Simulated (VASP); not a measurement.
The system is AlNi3.

```xyz
4
Lattice="0.0000 2.8019 2.8019 2.8019 0.0000 2.8019 2.8019 2.8019 0.0000" Properties=species:S:1:pos:R:3 pbc="T T T"
Ni    4.2028    4.2028    4.2028
Ni    0.0000    0.0000    0.0000
Ni    1.4009    1.4009    1.4009
Al    2.8019    2.8019    2.8019
```

Base run:

```yaml
Program: VASP 6.6.1
Functional: PBEsol
Potentials_or_basis: VASP PAW PBE potentials, release 64 (Ni, Al)
Cutoff: 520 eV
k_mesh: 8 × 8 × 8
Occupations: fermi-dirac, width 0.05 eV
Spin: collinear spin, ferromagnetic start
Starting_moments: "[1.0, 1.0, 1.0, 0.0] μB"
```

Its results: pressure -0.6 GPa; net moment 0.00 μB per cell.

**Question.** The run is repeated on the same cell with these changes: functional from PBEsol to r2SCAN; further incar settings from ALGO = Fast; EDIFF = 1e-07; NBANDS = 28 to ALGO = Normal; EDIFF = 1e-07; NBANDS = 28. What comes out?

**Answer.** Pressure 0.1 GPa; net moment 0.00 μB per cell.

Caveats: the PAW data sets were made with another functional, which shifts forces and pressure a little.
